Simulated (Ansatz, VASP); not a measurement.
FeSi: VASP beside Ansatz

```xyz
8
Lattice="4.3572 0.0000 0.0000 0.0000 4.3572 0.0000 0.0000 0.0000 4.3572" Properties=species:S:1:pos:R:3 pbc="T T T"
Fe    0.6036    0.6036    0.6036
Fe    1.5750    3.7536    2.7821
Fe    2.7821    1.5750    3.7536
Fe    3.7536    2.7821    1.5750
Si    3.6681    3.6681    3.6681
Si    2.8677    0.6891    1.4895
Si    1.4895    2.8677    0.6891
Si    0.6891    1.4895    2.8677
```

Alike in both runs: functional PBE; k mesh 8 × 8 × 8; occupations gaussian, width 0.01 eV; no spin polarisation.

Ansatz relaxed the structure, and its values are those at the end. VASP's run is a single point on that final structure, the one shown.

|  | VASP | Ansatz |
| --- | --- | --- |
| version | VASP 6.6.1 | Ansatz 0.2.0 |
| potentials or method | VASP PAW PBE potentials, release 64 (Fe, Si), cutoff 520 eV | scalar-relativistic, plane waves, PAW |
| valence electrons in the cell | 48 | 80 |

```csv
,VASP,Ansatz,Ansatz less VASP
gap on the k mesh at the Fermi level (eV),0.16,0.16,+0.006
least direct gap on the mesh (eV),0.17,0.18,+0.004
pressure (GPa),15.9,15.6,-0.28
rms of the force components (eV/Å),0.016,0.001,-0.0148
```

VASP's potentials hold 48 valence electrons a cell and Ansatz's 80, so a difference there can come from the potentials and not from the codes. Ansatz's warnings: stress scf threshold loose.
